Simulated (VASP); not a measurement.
# BAs (I-4m2) in VASP: notebook, part 2 of 2

VASP 6.6.1.

## Step 3: Single point, PBE (strain -0.040 along x and y, +0.000 along z)

INCAR reads:

```
SYSTEM = BAs
  ALGO = Normal
  EDIFF = 1E-6
  ENCUT = 520
  GGA = PE
  ISIF = 2
  ISMEAR = 0
  LASPH = .True.
  LCHARG = .False.
  LREAL = .False.
  LWAVE = .False.
  NBANDS = 11
  NELM = 60
  PREC = Accurate
  SIGMA = 0.05
```

KPOINTS reads:

```
k-points
0
Gamma
  10 10 10
  0 0 0
```

POSCAR reads:

```
BAs
1.0
    0.0000000000      2.2929600000      2.3885000000
    2.2929600000      0.0000000000      2.3885000000
    2.2929600000      2.2929600000      0.0000000000
B As
1 1
Direct
    0.0000000000      0.0000000000      0.0000000000
    0.7500000000      0.7500000000      0.7500000000
```

Potentials or basis: VASP PAW PBE potentials, release 64 (B, As).

The run is started by

```sh
cat potpaw_PBE.64/B/POTCAR potpaw_PBE.64/As/POTCAR > POTCAR
mpirun -np 1 vasp_std > vasp.out
```

Run time: 43 s. Hardware: 1 thread of Intel Xeon 8259CL, shared host; peak memory 0.17 GiB.

It converged, with:

```
Free energy            : -11.2528 eV
Pressure               : 17.4 GPa
Band gap on the k mesh : 0.76 eV, indirect (least direct gap 3.16 eV)
```

Stress tensor (GPa, compression positive):
```
20.62  0.00  0.00
 0.00 20.62  0.00
 0.00  0.00 11.04
```

Levels at points of the mesh, in eV from the valence-band top:
```
           k point  band 1  band 2  band 3  band 4  band 5  band 6  band 7  band 8  band 9
(0.00, 0.00, 0.00)  -16.32   -0.44    0.00    0.00    3.16    3.16    3.43    5.58    9.87
(0.50, 0.00, 0.00)  -13.13   -9.56   -2.38   -1.84    2.90    4.69    4.92    8.89   13.12
(0.50, 0.50, 0.00)  -11.94   -9.38   -4.29   -4.29    1.50    1.60   12.00   12.00   13.16
(0.50, 0.00, 0.50)  -11.56   -9.03   -4.75   -4.67    1.01    1.03   11.60   12.31   13.55
```

Caveat: the cell differs from its parent crystal (strain -0.040 along x and y, +0.000 along z). A k mesh can miss the band edges.

## Step 4: Single point, PBE (strain +0.000 along x and y, +0.040 along z)

INCAR reads:

```
SYSTEM = BAs
  PREC = Accurate
  ENCUT = 520
  EDIFF = 1E-7
  ISMEAR = 0
  SIGMA = 0.05
  LREAL = .FALSE.
  LASPH = .TRUE.
  NELM = 80
  ALGO = Normal
  ISIF = 2
  LWAVE = .FALSE.
  LCHARG = .FALSE.
  GGA = PE
  NBANDS = 11
```

KPOINTS reads:

```
regular mesh
0
G
  10 10 10
  0 0 0
```

POSCAR reads:

```
BAs
1.0
    0.0000000000      2.3885000000      2.4840400000
    2.3885000000      0.0000000000      2.4840400000
    2.3885000000      2.3885000000      0.0000000000
B As
1 1
Direct
    0.0000000000      0.0000000000      0.0000000000
    0.7500000000      0.7500000000      0.7500000000
```

Potentials or basis: VASP PAW PBE potentials, release 64 (B, As).

The run is started by

```sh
cat potpaw_PBE.64/B/POTCAR potpaw_PBE.64/As/POTCAR > POTCAR
mpirun -np 1 vasp_std > vasp.out
```

OUTCAR:

```text
SYSTEM = BAs
   PREC = Accurate
   ENCUT = 520
   EDIFF = 1E-7
   ISMEAR = 0
   LREAL = .FALSE.
   LASPH = .TRUE.
   NELM = 80
   ISIF = 2
   GGA = PE

 ion  position               nearest neighbor table
   1  0.000  0.000  0.000-   2 2.10   2 2.10   2 2.10   2 2.10
   2  0.750  0.750  0.750-   1 2.10   1 2.10   1 2.10   1 2.10

  LATTYP: Found a body centered tetragonal cell.
 ALAT       =     3.3778490937
 C/A-ratio  =     1.4707821049

  Lattice vectors:

 A1 = (  -2.3885000000,   0.0000000000,   2.4840400000)
[... 515 lines left out ...]
      7      14.1877      0.00000
      8      14.5278      0.00000
      9      17.1632      0.00000
     10      20.8045      0.00000
     11      21.5295      0.00000

 [... further k-points ...]
[... 5 lines left out ...]
  --------------------------------------------------------------------------------------
  -------------------------------------------------------------------------------------
  Total        0.1571017      0.1571017     -1.3020068      0.0000000      0.0000000      0.0000000
  in kB        8.8808043      8.8808043    -73.6011793      0.0000000      0.0000000      0.0000000
  external PRESSURE =     -18.6131902 kB  Pullay stress =       0.0000000 kB

 VOLUME and BASIS-vectors are now :
 -----------------------------------------------------------------------------
  energy-cutoff  :      520.00
  volume of cell :       28.34
      direct lattice vectors                 reciprocal lattice vectors
     0.000000000  2.388500000  2.484040000    -0.209336404  0.209336404  0.201285003
     2.388500000  0.000000000  2.484040000     0.209336404 -0.209336404  0.201285003
     2.388500000  2.388500000  0.000000000     0.209336404  0.209336404 -0.201285003

 POSITION                                       TOTAL-FORCE (eV/Angst)
 -----------------------------------------------------------------------------------
      0.00000      0.00000      0.00000         0.000000      0.000000     -0.000000
      3.58275      3.58275      3.72606        -0.000000     -0.000000      0.000000
 -----------------------------------------------------------------------------------
    total drift:                                0.000000      0.000000     -0.000000

  FREE ENERGIE OF THE ION-ELECTRON SYSTEM (eV)
  ---------------------------------------------------
  free  energy   TOTEN  =       -11.3926244458 eV

  energy  without entropy=      -11.3926244458  energy(sigma->0) =      -11.39262445
```

OSZICAR:

```text
N       E                     dE             d eps       ncg     rms          rms(c)
DAV:   1     0.128593955127E+02    0.12859E+02   -0.37854E+03  2244   0.643E+02
DAV:   2    -0.112097006291E+02   -0.24069E+02   -0.23006E+02  2950   0.102E+02
DAV:   3    -0.119544549361E+02   -0.74475E+00   -0.74311E+00  2827   0.171E+01
DAV:   4    -0.119565778750E+02   -0.21229E-02   -0.21229E-02  2456   0.103E+00
DAV:   5    -0.119565813396E+02   -0.34646E-05   -0.34649E-05  2687   0.450E-02    0.466E+00
DAV:   6    -0.114485728985E+02    0.50801E+00   -0.14673E+00  2373   0.480E+00    0.227E+00
DAV:   7    -0.113984124857E+02    0.50160E-01   -0.16319E-01  2658   0.200E+00    0.953E-01
DAV:   8    -0.113921628039E+02    0.62497E-02   -0.19273E-02  2505   0.780E-01    0.945E-02
DAV:   9    -0.113924612551E+02   -0.29845E-03   -0.78669E-04  2589   0.158E-01    0.544E-02
DAV:  10    -0.113926180703E+02   -0.15682E-03   -0.19356E-04  2379   0.845E-02    0.118E-02
DAV:  11    -0.113926240820E+02   -0.60116E-05   -0.55457E-06  2783   0.157E-02    0.962E-03
DAV:  12    -0.113926244051E+02   -0.32314E-06   -0.28277E-06  2367   0.919E-03    0.330E-03
DAV:  13    -0.113926244458E+02   -0.40667E-07   -0.78901E-08  2169   0.184E-03
   1 F= -.11392624E+02 E0= -.11392624E+02  d E =-.327198E-18
```

Run time: 51 s. Hardware: 1 thread of Intel Xeon 8259CL, shared host; peak memory 0.18 GiB.

What came out:

- Free energy: -11.3926 eV
- Pressure: -1.9 GPa
- Band gap on the k mesh: 0.93 eV, indirect (least direct gap 3.02 eV)

Stress tensor (GPa, compression positive):
```
 0.89  0.00  0.00
 0.00  0.89  0.00
 0.00  0.00 -7.36
```

Caveat: the cell differs from its parent crystal (strain +0.000 along x and y, +0.040 along z). A k mesh can miss the band edges.

## Step 5: Single point, PBE (strain +0.040 along x and y, +0.080 along z)

INCAR reads:

```
SYSTEM = BAs
ALGO = Normal ; EDIFF = 1E-7
ENCUT = 520 ; GGA = PE
ISIF = 2 ; ISMEAR = 0
LASPH = .True. ; LCHARG = .False.
LREAL = .False. ; LWAVE = .False.
NBANDS = 11 ; NELM = 100
PREC = Accurate ; SIGMA = 0.05
```

KPOINTS reads:

```
k-points
0
Gamma
  10 10 10
  0 0 0
```

POSCAR reads:

```
BAs
1.0
    0.0000000000      2.4840400000      2.5795800000
    2.4840400000      0.0000000000      2.5795800000
    2.4840400000      2.4840400000      0.0000000000
B As
1 1
Direct
    0.0000000000      0.0000000000      0.0000000000
    0.7500000000      0.7500000000      0.7500000000
```

The run is started by

```sh
cat potpaw_PBE.64/B/POTCAR potpaw_PBE.64/As/POTCAR > POTCAR
mpirun -np 1 vasp_std > vasp.out
```

Wall time 50 s (1 thread of Intel Xeon 8259CL, shared host); peak memory 0.18 GiB.

The run converged. Its results:

```yaml
Free_energy: -11.2186 eV
Pressure: -13.1 GPa
Band_gap_on_the_k_mesh: 1.07 eV, indirect (least direct gap 2.68 eV)
```

Stress tensor (GPa, compression positive):
```
-10.74   0.00   0.00
  0.00 -10.74   0.00
  0.00   0.00 -17.71
```

Levels at points of the mesh, in eV from the valence-band top:
| k point | band 2 | band 3 | band 4 | band 5 | band 6 | band 7 |
| --- | --- | --- | --- | --- | --- | --- |
| (0.00, 0.00, 0.00) | -0.34 | 0.00 | 0.00 | 2.68 | 2.91 | 2.91 |
| (0.50, 0.00, 0.00) | -7.85 | -1.88 | -1.48 | 1.68 | 4.41 | 4.58 |
| (0.50, 0.50, 0.00) | -8.00 | -3.37 | -3.37 | 1.72 | 1.74 | 9.77 |
| (0.50, 0.00, 0.50) | -7.74 | -3.71 | -3.65 | 1.32 | 1.35 | 9.61 |

Caveat: the cell differs from its parent crystal (strain +0.040 along x and y, +0.080 along z). A k mesh can miss the band edges.

## Step 6: Overview

```tsv
cell	gap on the mesh (eV)	pressure (GPa)
a = 3.176, b = 3.176, c = 3.108 Å, angles 60.7, 60.7, 58.6°, 2 atoms	0.58	49.1
a = 3.311, b = 3.311, c = 3.243 Å, angles 60.7, 60.7, 58.6°, 2 atoms	0.76	17.4
a = 3.446, b = 3.446, c = 3.378 Å, angles 60.7, 60.7, 58.7°, 2 atoms	0.93	-1.9
a = 3.581, b = 3.581, c = 3.513 Å, angles 60.6, 60.6, 58.7°, 2 atoms	1.07	-13.1
```

Alike in all rows: task single point; level PBE; potentials or basis VASP PAW PBE potentials, release 64 (B, As); no spin polarisation; k mesh 10 × 10 × 10; cutoff (eV) 520; smearing gaussian 0.05 eV.

Absolute energies hang on the potentials; compare differences alone.
